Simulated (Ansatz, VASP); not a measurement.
## Si: VASP beside Ansatz

```xyz
1
Lattice="0.0000 1.7982 2.1578 1.7982 0.0000 2.1578 1.7982 1.7982 0.0000" Properties=species:S:1:pos:R:3 pbc="T T T"
Si    0.0000    0.0000    0.0000
```

Alike in both runs: task single point; functional r2SCAN; k mesh 24 × 24 × 24; occupations gaussian, width 0.15 eV; no spin polarisation.

|  | VASP | Ansatz |
| --- | --- | --- |
| version | VASP 6.6.1 | Ansatz 0.2.0 |
| potentials or method | VASP PAW PBE potentials, release 64 (Si), cutoff 520 eV | scalar-relativistic, plane waves, PAW |
| valence electrons in the cell | 4 | 4 |

```tsv
	VASP	Ansatz	Ansatz less VASP
gap on the k mesh at the Fermi level (eV)	none	none	-
pressure (GPa)	1.2	1.1	-0.06
traceless stress, the component that is largest in VASP (GPa)	0.52	0.41	-0.107
```

VASP's potentials were made for PBE, not for r2SCAN. A gap of «none» marks a metal or a gap that the smearing closes.
